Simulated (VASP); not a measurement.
Crystal: GaO4.

```xyz
5
Lattice="4.0666 0.0000 0.0000 0.0000 4.0666 0.0000 0.0000 0.0000 4.0666" Properties=species:S:1:pos:R:3 pbc="T T T"
Ga    0.0000    0.0000    0.0000
O     0.9914    3.0753    3.0753
O     3.0753    0.9914    3.0753
O     3.0753    3.0753    0.9914
O     0.9914    0.9914    0.9914
```

The cell was built from a structure type or drawn by symmetry, and may not be a known phase.

```yaml
Program: VASP 6.6.1
Task: relaxation of cell and atoms
Functional: PBE
Potentials_or_basis: VASP PAW PBE potentials, release 64 (Ga_d, O)
Cutoff: 600 eV
k_mesh: 4 × 4 × 4
Occupations: gaussian, width 0.1 eV
Spin: collinear spin, ferromagnetic start
Starting_moments: "[0.0, 1.0, 1.0, 1.0, 1.0] μB"
```

At the start: pressure 18.3 GPa; volume 13.45 Å³/atom.

Where does the relaxation end?

Over 11 steps the energy falls by 210.8 meV/atom and the volume is 12.49 Å³/atom (-7.2 %); space group P-43m (No. 215, to 0.1 Å) before and after; moment 5.00 μB per cell.

The path:
```
step  energy change (eV)  largest force (eV/Å)  pressure (GPa)  volume (Å³)
   1              0.0000                3.7181           18.32        67.25
   2             -0.1828                1.5665          -11.67        83.36
   3             -0.9319                0.0924           -2.16        74.55
   4             -0.9335                0.1735           -1.67        74.29
   5             -0.9336                0.2196           -1.42        74.15
   6             -0.9525                0.2277           -1.26        72.93
   7             -1.0016                0.2615           -0.55        69.37
   8             -1.0423                0.3089            2.09        62.60
   9             -1.0528                0.0693            0.82        62.27
  10             -1.0532                0.0142            0.53        62.18
  11             -1.0538                0.0077            0.38        62.43
```

Final structure:
```yaml
crystal:
  lattice:
    - [3.96693, 0.00000, 0.00000]
    - [0.00000, 3.96693, 0.00000]
    - [0.00000, 0.00000, 3.96693]
  atoms:
    - { symbol: Ga, position: [0.00000, 0.00000, 0.00000] }
    - { symbol: O, position: [0.27279, 0.72721, 0.72721] }
    - { symbol: O, position: [0.72721, 0.27279, 0.72721] }
    - { symbol: O, position: [0.72721, 0.72721, 0.27279] }
    - { symbol: O, position: [0.27279, 0.27279, 0.27279] }
```

Caveat: the k points lie up to 0.40 Å⁻¹ apart in the final cell, too coarse for converged energies and pressures of a metal.
